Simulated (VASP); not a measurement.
## HfO2: single point with PBE

HfO2:

```
Hf O
1.0
     3.55802    0.00000    0.00000
     0.00000    3.55802    0.00000
     0.00000    0.00000    5.17186
Hf O
2 4
Direct
  0.00000 0.00000 0.00000
  0.50000 0.50000 0.50000
  0.00000 0.50000 0.19721
  0.50000 0.00000 0.30279
  0.50000 0.00000 0.80279
  0.00000 0.50000 0.69721
```

- Program: VASP 6.6.1
- Task: single point
- Functional: PBE
- Potentials or basis: VASP PAW PBE potentials, release 64 (Hf_pv, O)
- Cutoff: 520 eV
- k mesh: 8 × 8 × 5
- Occupations: gaussian, width 0.013 eV
- Spin: no spin polarisation
- Dipole correction: no
- Further INCAR settings: ALGO = Normal; EDIFF = 1e-06; NBANDS = 31

The pressure is 6.5 GPa. The largest force is 0.099 eV/Å and the band gap on the k mesh is 4.76 eV, indirect (least direct gap 4.83 eV).

Forces in eV/Å, atoms in the order of the input:
```
Hf   0.000  0.000  0.000
Hf   0.000  0.000  0.000
O    0.000  0.000  0.099
O    0.000  0.000 -0.099
O    0.000  0.000 -0.099
O    0.000  0.000  0.099
```

Stress tensor (GPa, compression positive):
```
6.79 0.00 0.00
0.00 6.79 0.00
0.00 0.00 6.00
```

Levels at points of the mesh, in eV from the valence-band top:
| k point | band 18 | band 19 | band 20 | band 21 | band 22 | band 23 | band 24 | band 25 | band 26 | band 27 |
| --- | --- | --- | --- | --- | --- | --- | --- | --- | --- | --- |
| (0.00, 0.00, 0.00) | -1.29 | -0.69 | -0.12 | -0.07 | -0.07 | 4.76 | 4.77 | 6.01 | 6.22 | 6.56 |
| (0.50, 0.00, 0.00) | -2.17 | -1.43 | -1.43 | -0.13 | -0.13 | 5.16 | 5.16 | 6.19 | 6.19 | 7.53 |
| (0.50, 0.50, 0.00) | -1.05 | -0.78 | -0.78 | -0.53 | -0.53 | 5.80 | 5.80 | 6.17 | 6.17 | 7.33 |

It took 34 s on 1 thread of Intel(R) Xeon(R) 6975P-C (Granite Rapids) (shared host), peak memory 0.22 GiB.

Caveat: spin-orbit coupling is left out, which moves the levels of the heavy elements. A k mesh can miss the band edges.
